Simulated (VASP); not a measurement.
# Hg (P6/mmm) in VASP: a series of runs

Hg is run at these levels: LDA; tasks: relaxation of cell and atoms.

Program: VASP 6.6.1. These are calculated values, not measurements. Logs are shortened: lines on timing, memory, paths and dates and some standing lists are left out, and cuts for length are marked.

## Step 1: The cell of the first run

Symmetry: P6/mmm, No. 191, hexagonal system. The conventional cell has a = 2.412 Å, b = 2.412 Å, c = 2.267 Å, α = 90.00°, β = 90.00°, γ = 120.00°. Hg (site symmetry 6/mmm) has 8 Hg at 2.27 to 2.41 Å within 3.0 Å.

## Step 2: Relaxation of cell and atoms, LDA, target pressure 300 GPa, at which the enthalpy is minimised

INCAR reads:

```
SYSTEM = Hg
PREC = Accurate
ENCUT = 600
EDIFF = 1E-7
ISMEAR = -1
SIGMA = 0.08
LREAL = .FALSE.
LASPH = .TRUE.
NELM = 100
ALGO = Normal
ISIF = 3
LWAVE = .FALSE.
LCHARG = .FALSE.
IBRION = 2
NSW = 60
EDIFFG = -0.005
PSTRESS = 3000.0
```

KPOINTS reads:

```
Automatic mesh
0
G
  18 18 17
  0 0 0
```

POSCAR reads:

```
Hg
1.0
    2.4121206822      0.0000000000      0.0000000000
   -1.2060603411      2.0889577878      0.0000000000
    0.0000000000      0.0000000000      2.2673934412
Hg
1
Direct
    0.0000000000      0.0000000000      0.0000000000
```

Potentials or basis: VASP PAW LDA potentials, release 64 (Hg).

On the command line:

```console
> cat potpaw_LDA.64/Hg/POTCAR > POTCAR
> mpirun -np 1 vasp_std > vasp.out
```

OUTCAR:

```text
SYSTEM = Hg
   PREC = Accurate
   ENCUT = 600
   EDIFF = 1E-7
   ISMEAR = -1
   LREAL = .FALSE.
   LASPH = .TRUE.
   NELM = 100
   ISIF = 3
   IBRION = 2
   NSW = 60
   EDIFFG = -0.005
   PSTRESS = 3000.0

 ion  position               nearest neighbor table
   1  0.000  0.000  0.000-

  LATTYP: Found a hexagonal cell.
 ALAT       =     2.4121206822
 C/A-ratio  =     0.9400000000

  Lattice vectors:

 A1 = (   2.4121206822,   0.0000000000,   0.0000000000)
 A2 = (  -1.2060603411,   2.0889577878,   0.0000000000)
 A3 = (   0.0000000000,   0.0000000000,   2.2673934412)

Analysis of symmetry for initial positions (statically):
=====================================================================
 Subroutine PRICEL returns:
 Original cell was already a primitive cell.

 Routine SETGRP: Setting up the symmetry group for a
 hexagonal supercell.

 Subroutine GETGRP returns: Found 24 space group operations
 (whereof 24 operations were pure point group operations)
 out of a pool of 24 trial point group operations.

The static configuration has the point symmetry D_6h.

Analysis of symmetry for dynamics (positions and initial velocities):
=====================================================================
 Subroutine PRICEL returns:
 Original cell was already a primitive cell.

 Routine SETGRP: Setting up the symmetry group for a
 hexagonal supercell.

 Subroutine GETGRP returns: Found 24 space group operations
 (whereof 24 operations were pure point group operations)
 out of a pool of 24 trial point group operations.

The dynamic configuration has the point symmetry D_6h.

 Subroutine INISYM returns: Found 24 space group operations
 (whereof 24 operations are pure point group operations),
 and found     1 'primitive' translations

----------------------------------------------------------------------------------------

                                     Primitive cell

  volume of cell :      11.4250

  direct lattice vectors                    reciprocal lattice vectors
     2.412120682  0.000000000  0.000000000     0.414572955  0.239353807  0.000000000
    -1.206060341  2.088957788  0.000000000     0.000000000  0.478707615  0.000000000
     0.000000000  0.000000000  2.267393441     0.000000000  0.000000000  0.441035059

  length of vectors
     2.412120682  2.412120682  2.267393441     0.478707615  0.478707615  0.441035059

  position of ions in fractional coordinates (direct lattice)
     0.000000000  0.000000000  0.000000000

  ion indices of the primitive-cell ions
   primitive index   ion index
                 1           1

----------------------------------------------------------------------------------------

 KPOINTS: Automatic mesh

Automatic generation of k-mesh.
 Grid dimensions read from file:
 generate k-points for:   18   18   17

 Generating k-lattice:

  Cartesian coordinates                     Fractional coordinates (reciprocal lattice)
     0.023031831  0.013297434  0.000000000     0.055555556 -0.000000000  0.000000000
     0.000000000  0.026594867  0.000000000     0.000000000  0.055555556  0.000000000
     0.000000000  0.000000000  0.025943239     0.000000000  0.000000000  0.058823529

  Length of vectors
     0.026594867  0.026594867  0.025943239

  Shift w.r.t. Gamma in fractional coordinates (k-lattice)
     0.000000000  0.000000000  0.000000000

 Subroutine IBZKPT returns following result:
 ===========================================

 Found    333 irreducible k-points:

 Following reciprocal coordinates:
            Coordinates               Weight
  0.000000  0.000000  0.000000      1.000000
  0.055556  0.000000  0.000000      6.000000
  0.111111  0.000000  0.000000      6.000000
  0.166667  0.000000  0.000000      6.000000
  0.222222  0.000000  0.000000      6.000000
  0.277778  0.000000  0.000000      6.000000
[... 16 lines left out ...]
  0.333333  0.111111  0.000000     12.000000
  0.388889  0.111111  0.000000     12.000000
 [... further k-points ...]
   k-points           NKPTS =    333   k-points in BZ     NKDIM =    333   number of bands    NBANDS=     10
   number of dos      NEDOS =    301   number of ions     NIONS =      1
   total plane-waves  NPLWV =   7200
   dimension x,y,z NGX =    20 NGY =   20 NGZ =   18
   dimension x,y,z NGXF=    40 NGYF=   40 NGZF=   36
   ions per type =               1
   NGX,Y,Z   is equivalent  to a cutoff of  13.78, 13.78, 13.20 a.u.
   NGXF,Y,Z  is equivalent  to a cutoff of  27.57, 27.57, 26.40 a.u.
 SYSTEM =  Hg
   PREC   = accura    normal or accurate (medium, high low for compatibility)
   ISTART =      0    job   : 0-new  1-cont  2-samecut
   ICHARG =      2    charge: 1-file 2-atom 10-const
   ISPIN  =      1    spin polarized calculation?
   LNONCOLLINEAR =      F non collinear calculations
   LSORBIT =      F    spin-orbit coupling
   LASPH  =      T    aspherical Exc in radial PAW
   ENCUT  =  600.0 eV  44.10 Ry    6.64 a.u.   4.82  4.82  4.53*2*pi/ulx,y,z
   NELM   =    100;   NELMIN=  2; NELMDL= -5     # of ELM steps
   EDIFF  = 0.1E-06   stopping-criterion for ELM
   LREAL  =      F    real-space projection
   EDIFFG = -.5E-02   stopping-criterion for IOM
   NSW    =     60    number of steps for IOM
   IBRION =      2    ionic relax: 0-MD 1-quasi-New 2-CG
   NFREE  =      1    steps in history (QN), initial steepest desc. (CG)
   ISIF   =      3    stress and relaxation
   ISYM   =      2    0-nonsym 1-usesym 2-fastsym
   POTIM  = 0.5000    time-step for ionic-motion
   TEBEG  =    0.0;   TEEND  =   0.0 temperature during run
   PSTRESS= 3000.0 pullay stress
   NELECT =      12.0000    total number of electrons
   NUPDOWN=      -1.0000    fix difference up-down
   EMIN   =  10.00;   EMAX   =-10.00  energy-range for DOS
   EFERMI =   0.00;   METHOD = LEGACY
   ISMEAR =    -1;   SIGMA  =   0.08  broadening in eV -4-tet -1-fermi 0-gaus
   EFERMI_NEDOS =   21; number of points for ismear=-14 and -15
   IALGO  =     38    algorithm
   IMIX   =      4    mixing-type and parameters
     AMIX     =   0.40;   BMIX     =  1.00
     AMIX_MAG =   1.60;   BMIX_MAG =  1.00
  volume/ion in A,a.u.               =      11.42        77.10
  Fermi-wavevector in a.u.,A,eV,Ry     =   1.664115  3.144722 37.678333  2.769279
  Thomas-Fermi vector in A             =   2.750715
   LORBIT       =      0    0 simple, 1 ext, 2 COOP (PROOUT), +10 PAW based schemes
   GGA     = CA    functional components
   LHFCALC =     F    Hartree Fock is set to
   AEXX    =    0.0000 exact exchange contribution
   IVDW    =     0    specifies the selected vdW correction
   LEPSILON=     F    determine dielectric tensor
   LRPA    =     F    only Hartree local field effects (RPA)
 conjugate gradient relaxation of ions
 non-spin polarized calculation
  energy-cutoff  :      600.00
  volume of cell :       11.42
 maximum number of plane-waves:       399
 NGX is ok and might be reduce to    20
   NGX =  9   NGY =  9   NGZ =  9

--------------------------------------- Ionic step        1  -------------------------------------------

 number of electron      12.0000003 magnetization

 Free energy of the ion-electron system (eV)
  ---------------------------------------------------
  ext. energy  EPLUGINS =         0.00000000
  ---------------------------------------------------
  free energy    TOTEN  =         5.24838185 eV

  energy without entropy =        5.25566156  energy(sigma->0) =        5.25202170

------------------------ aborting loop because EDIFF is reached ----------------------------------------

  FORCE on cell =-STRESS in cart. coord.  units (eV):
  Direction    XX          YY          ZZ          XY          YZ          ZX
  --------------------------------------------------------------------------------------
  -------------------------------------------------------------------------------------
  Total       24.8537361     24.8537361     27.7888985      0.0000000      0.0000000     -0.0000000
  in kB     3485.3522916   3485.3522917   3896.9634534      0.0000000      0.0000000     -0.0000000
  external PRESSURE =     622.5560122 kB  Pullay stress =    3000.0000000 kB
[... 22 lines left out ...]
  enthalpy is  TOTEN    =        26.6411140658 eV   P V=       21.3927322183

--------------------------------------- Ionic step        2  -------------------------------------------

 number of electron      11.9999992 magnetization

 E-fermi :   4.1482     XC(G=0): -11.9124

 val. band max:        4.1296461401   @ k =   0.2778   0.2222   0.4706
 cond. band min:       4.1495698016   @ k =   0.5000  -0.0000   0.3529
 fundamental gap:      0.0199236616
 Fermi energy:         4.1481512112

 k-point     1 :       0.0000    0.0000    0.0000
  band No.  band energies     occupation
      1      -6.8712      2.00000
      2      -5.0872      2.00000
      3      -3.9699      2.00000
      4      -3.9699      2.00000
      5      -2.1355      2.00000
      6      -2.1355      2.00000
      7      12.2892      0.00000
      8      18.3901      0.00000
      9      21.3329      0.00000
     10      21.3329      0.00000
[... 364 lines left out ...]
  FREE ENERGIE OF THE ION-ELECTRON SYSTEM (eV)
  ---------------------------------------------------
  free  energy   TOTEN  =         3.6558234594 eV

  energy  without entropy=        3.6636248215  energy(sigma->0) =        3.65972414

  enthalpy is  TOTEN    =        26.5503745235 eV   P V=       22.8945510641

[... ionic steps 4 to 7 ...]

--------------------------------------- Ionic step        8  -------------------------------------------

 number of electron      11.9999999 magnetization

------------------------ aborting loop because EDIFF is reached ----------------------------------------

  FORCE on cell =-STRESS in cart. coord.  units (eV):
  Direction    XX          YY          ZZ          XY          YZ          ZX
  --------------------------------------------------------------------------------------
  -------------------------------------------------------------------------------------
  Total       22.3798756     22.3798756     22.3857910      0.0000000      0.0000000      0.0000000
  in kB     3003.3097999   3003.3098000   3004.1036274      0.0000000      0.0000000      0.0000000
  external PRESSURE =       3.5744091 kB  Pullay stress =    3000.0000000 kB
[... 59 lines left out ...]
  enthalpy is  TOTEN    =        26.5190767893 eV   P V=       22.4129003946

--------------------------------------- Ionic step       10  -------------------------------------------

 number of electron      11.9999999 magnetization

 Free energy of the ion-electron system (eV)
  ---------------------------------------------------
  ext. energy  EPLUGINS =         0.00000000
  ---------------------------------------------------
  free energy    TOTEN  =         4.15742358 eV

  energy without entropy =        4.16451715  energy(sigma->0) =        4.16097037

 E-fermi :  12.6776     XC(G=0): -15.0815

 val. band max:       12.6720189366   @ k =   0.3889   0.1667   0.0588
 cond. band min:      12.6878823932   @ k =   0.3333   0.2778   0.0000
 fundamental gap:      0.0158634566
 Fermi energy:        12.6775754646

 k-point     1 :       0.0000    0.0000    0.0000
  band No.  band energies     occupation
      1      -5.9281      2.00000
      2      -3.6673      2.00000
      3      -0.1464      2.00000
      4      -0.1464      2.00000
      5       4.6996      2.00000
      6       4.6996      2.00000
      7      24.3798      0.00000
      8      25.2940      0.00000
      9      32.7946      0.00000
     10      33.6178      0.00000
[... 327 lines left out ...]
  FREE ENERGIE OF THE ION-ELECTRON SYSTEM (eV)
  ---------------------------------------------------
  free  energy   TOTEN  =         4.1574235846 eV

  energy  without entropy=        4.1645171501  energy(sigma->0) =        4.16097037

  enthalpy is  TOTEN    =        26.5188110180 eV   P V=       22.3613874334

 reached required accuracy - stopping structural energy minimisation
```

Wall time 3.7 min (1 thread of Oxide Virtual Turin-like, shared host); peak memory 0.14 GiB.

What came out:

* Free energy: 4.1574 eV
* Relaxed volume: 11.94 Å³/atom
* Relaxed cell: a = 2.427 Å, b = 2.427 Å, c = 2.342 Å, α = 90.00°, β = 90.00°, γ = 120.00°
* Space group after relaxing (to 0.1 Å): P6/mmm (No. 191)
* Energy change on relaxing (the run minimises the enthalpy): -1091.0 meV/atom
* Ionic steps: 10
* Pressure after relaxing: 300.0 GPa
* Band gap on the k mesh: zero (bands 6 and 7 overlap by 5.00 eV)

The path:
```tsv
step	energy change (eV)	largest force (eV/Å)	pressure (GPa)	volume (Å³)
1	0.0000	0.0000	362.26	11.42
2	-6.0552	0.0000	14.28	20.36
3	-1.5926	0.0000	270.83	12.23
4	-1.1636	0.0000	295.32	11.99
5	-1.1399	0.0000	296.67	11.97
6	-0.7083	0.0000	321.06	11.81
7	-1.0862	0.0000	300.29	11.94
8	-1.0848	0.0000	300.36	11.94
9	-1.1422	0.0000	297.06	11.97
10	-1.0910	0.0000	300.00	11.94
```

Final structure:
```xyz
1
Lattice="2.4267 0.0000 0.0000 -1.2133 2.1015 0.0000 0.0000 0.0000 2.3418" Properties=species:S:1:pos:R:3 pbc="T T T"
Hg    0.0000    0.0000    0.0000
```

Caveat: the cell is relaxed towards a set pressure, so the run minimises the enthalpy, not the energy; spin-orbit coupling is left out, which moves the levels of the heavy elements.

## Step 3: Relaxation of cell and atoms, LDA, target pressure 300 GPa, at which the enthalpy is minimised

This run uses another cell than the first one, of 11.74 Å³/atom.

INCAR reads:

```
SYSTEM = Hg
ALGO = Normal
EDIFF = 1E-6
EDIFFG = -0.005
ENCUT = 600
GGA = CA
IBRION = 2
ISIF = 3
ISMEAR = -1
LASPH = .True.
LCHARG = .False.
LREAL = .False.
LWAVE = .False.
NELM = 80
NSW = 32
PREC = Accurate
PSTRESS = 3000.0
SIGMA = 0.08
```

KPOINTS reads:

```
k-points
0
Gamma
  18 18 17
  0 0 0
```

POSCAR reads:

```
Hg
1.0
    2.4132697099      0.0000000000      0.0000000000
   -1.2066348549      2.0899528749      0.0000000000
    0.0000000000      0.0000000000      2.3283381594
Hg
1
Direct
    0.0000000000      0.0000000000      0.0000000000
```

Potentials or basis: VASP PAW LDA potentials, release 64 (Hg).

On the command line:

```console
> cat potpaw_LDA.64/Hg/POTCAR > POTCAR
> mpirun -np 1 vasp_std > vasp.out
```

OUTCAR:

```text
SYSTEM = Hg
   EDIFF = 1E-6
   EDIFFG = -0.005
   ENCUT = 600
   GGA = CA
   IBRION = 2
   ISIF = 3
   ISMEAR = -1
   LASPH = .True.
   LREAL = .False.
   NELM = 80
   NSW = 32
   PREC = Accurate
   PSTRESS = 3000.0

 ion  position               nearest neighbor table
   1  0.000  0.000  0.000-

  LATTYP: Found a hexagonal cell.
 ALAT       =     2.4132697099
 C/A-ratio  =     0.9648064408

  Lattice vectors:

 A1 = (   2.4132697099,   0.0000000000,   0.0000000000)
 A2 = (  -1.2066348549,   2.0899528749,   0.0000000000)
 A3 = (   0.0000000000,   0.0000000000,   2.3283381594)

Analysis of symmetry for initial positions (statically):
=====================================================================
 Subroutine PRICEL returns:
 Original cell was already a primitive cell.

 Routine SETGRP: Setting up the symmetry group for a
 hexagonal supercell.
[... 210 lines left out ...]
 Fermi energy:         8.4130776621

 k-point     1 :       0.0000    0.0000    0.0000
  band No.  band energies     occupation
      1      -6.3627      2.00000
      2      -4.3616      2.00000
      3      -1.7914      2.00000
      4      -1.7914      2.00000
      5       1.5033      2.00000
      6       1.5033      2.00000
      7      19.9660      0.00000
      8      22.1904      0.00000
      9      26.9194      0.00000
     10      26.9194      0.00000
[... 557 lines left out ...]
--------------------------------------- Ionic step        9  -------------------------------------------

 number of electron      12.0000001 magnetization

 Free energy of the ion-electron system (eV)
  ---------------------------------------------------
  ext. energy  EPLUGINS =         0.00000000
  ---------------------------------------------------
  free energy    TOTEN  =         4.15663936 eV

  energy without entropy =        4.16373292  energy(sigma->0) =        4.16018614

 E-fermi :  12.6771     XC(G=0): -15.0813

 val. band max:       12.6715463355   @ k =   0.3889   0.1667   0.0588
 cond. band min:      12.6874726129   @ k =   0.3333   0.2778   0.0000
 fundamental gap:      0.0159262773
 Fermi energy:        12.6770563266

 k-point     1 :       0.0000    0.0000    0.0000
  band No.  band energies     occupation
      1      -5.9282      2.00000
      2      -3.6675      2.00000
      3      -0.1466      2.00000
      4      -0.1466      2.00000
      5       4.6991      2.00000
      6       4.6991      2.00000
      7      24.3790      0.00000
      8      25.2937      0.00000
      9      32.7940      0.00000
     10      32.7940      0.00000
[... 331 lines left out ...]
  energy  without entropy=        4.1637329182  energy(sigma->0) =        4.16018614

  enthalpy is  TOTEN    =        26.5186026914 eV   P V=       22.3619633301

 reached required accuracy - stopping structural energy minimisation
```

CONTCAR:

```text
Hg
   1.00000000000000
     2.4266696350900889    0.0000000000258264    0.0000000000000000
    -1.2133348174724006    2.1015575504592907    0.0000000000000000
     0.0000000000000000   -0.0000000000000000    2.3417865929746613
  Hg
     1
Direct
     0.0000000000000000    0.0000000000000000    0.0000000000000000

  0.00000000E+00  0.00000000E+00  0.00000000E+00
```

Wall time 4.1 min (1 thread of Oxide Virtual Turin-like, shared host); peak memory 0.14 GiB.

What came out:

| Property | Result |
| --- | --- |
| Free energy | 4.1566 eV |
| Relaxed volume | 11.94 Å³/atom |
| Relaxed cell | a = 2.427 Å, b = 2.427 Å, c = 2.342 Å, α = 90.00°, β = 90.00°, γ = 120.00° |
| Space group after relaxing (to 0.1 Å) | P6/mmm (No. 191) |
| Energy change on relaxing (the run minimises the enthalpy) | -387.0 meV/atom |
| Ionic steps | 9 |
| Pressure after relaxing | 300.0 GPa |
| Band gap on the k mesh | zero (bands 6 and 7 overlap by 5.00 eV) |

The path:
```csv
step,energy change (eV),largest force (eV/Å),pressure (GPa),volume (Å³)
1,0.0000,0.0000,322.39,11.74
2,-3.7231,0.0000,111.50,14.76
3,-0.4381,0.0000,297.03,11.97
4,-0.3876,0.0000,299.96,11.94
5,-0.3800,0.0000,300.39,11.94
6,-0.3816,0.0000,300.34,11.94
7,-0.3804,0.0000,300.37,11.94
8,-0.3933,0.0000,299.65,11.95
9,-0.3870,0.0000,299.99,11.94
```

Final structure:
```
CELL_PARAMETERS angstrom
2.42667 0.00000 0.00000
-1.21333 2.10156 0.00000
0.00000 0.00000 2.34179
ATOMIC_POSITIONS crystal
Hg 0.00000 0.00000 0.00000
```

Levels at points of the mesh, in eV from the Fermi level:
```
           k point  band 4  band 5  band 6  band 7  band 8  band 9
(0.00, 0.00, 0.00)  -12.82   -7.98   -7.98   11.70   12.62   20.12
(0.50, 0.00, 0.00)   -8.67   -7.38   -7.07    0.07   10.05   16.08
```

Caveat: the cell is relaxed towards a set pressure, so the run minimises the enthalpy, not the energy; spin-orbit coupling is left out, which moves the levels of the heavy elements.
